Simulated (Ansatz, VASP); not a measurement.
## Two plane-wave programs on Ga3As3CO

File INCAR:

```
SYSTEM = Ga3As3CO
  PREC = Accurate
  ENCUT = 520
  EDIFF = 1E-6
  ISMEAR = 0
  SIGMA = 0.05
  LREAL = .FALSE.
  LASPH = .TRUE.
  NELM = 60
  ALGO = Normal
  ISIF = 2
  LWAVE = .FALSE.
  LCHARG = .FALSE.
  LDIPOL = .TRUE.
  IDIPOL = 3
  DIPOL = 0.5 0.5 0.320
  GGA = PE
  IVDW = 12
  NBANDS = 42
```

Contents of KPOINTS:

```
regular mesh
0
G
  7 5 1
  0 0 0
```

POSCAR

```
Ga3As3CO
1.0
    4.0137031111      0.0000000000      0.0000000000
    0.0000000000      5.6762333751      0.0000000000
    0.0000000000      0.0000000000     23.3352699083
Ga As O C
3 3 1 1
Direct
    0.5000000000      0.5000000000      0.1714143447
    0.0000000000      0.0653835255      0.2680035048
    0.5000000000      0.4894639609      0.3228546357
    0.0000000000      0.2500000000      0.1714143447
    0.5000000000      0.8102208698      0.2504948966
    0.0000000000      0.2887573198      0.3593388866
    0.5000000000      0.7887573198      0.4836142866
    0.5000000000      0.7887573198      0.5328959107
```

Input for Ansatz:

```yaml
crystal:
  lattice:
    - [4.0137031111, 0.0, 0.0]
    - [0.0, 5.6762333751, 0.0]
    - [0.0, 0.0, 23.3352699083]
  atoms:
    - { symbol: Ga, position: [0.5, 0.5, 0.1714143447] }
    - { symbol: As, position: [0.0, 0.25, 0.1714143447] }
    - { symbol: Ga, position: [0.0, 0.0653835255, 0.2680035048] }
    - { symbol: As, position: [0.5, 0.8102208698, 0.2504948966] }
    - { symbol: Ga, position: [0.5, 0.4894639609, 0.3228546357] }
    - { symbol: As, position: [0.0, 0.2887573198, 0.3593388866] }
    - { symbol: O, position: [0.5, 0.7887573198, 0.4836142866] }
    - { symbol: C, position: [0.5, 0.7887573198, 0.5328959107] }
basis:
  ecutwfc: 420
kpoints:
  mp_grid: { grid: [7, 5, 1] }
hamiltonian:
  xc: pbe
  pseudopotentials: { kind: paw, azcp: { folder: soft_1 } }
  dispersion: d3bj
scf:
  occupations: { method: gaussian, width: 0.05 }
output:
  forces: true
  eigenvalues: true
efield:
  axis: 3
  dipole_correction: true
  ramp_width: 0.04
```

Alike in both runs: task single point; functional PBE; dispersion D3(BJ); k mesh 7 × 5 × 1; occupations gaussian, width 0.05 eV; no spin polarisation.

```csv
,VASP,Ansatz
version,VASP 6.6.1,Ansatz 0.2.0
potentials or method,"VASP PAW PBE potentials, release 64 (Ga_d, As, O, C), cutoff 520 eV","scalar-relativistic, plane waves, PAW"
valence electrons in the cell,64,94
```

|  | VASP | Ansatz | Ansatz less VASP |
| --- | --- | --- | --- |
| gap on the k mesh at the Fermi level (eV) | 0.40 | 0.41 | +0.007 |
| least direct gap on the mesh (eV) | 0.76 | 0.76 | +0.003 |
| rms of the force components (eV/Å) | 0.376 | 0.540 | +0.1645 |

One of these differences is far larger than is usual between the two programs; its cause wasn't traced. VASP's potentials hold 64 valence electrons a cell and Ansatz's 94, so a difference there can come from the potentials and not from the codes.

Noted on VASP's run: the standard files for N, O and F lose accuracy on very short bonds.
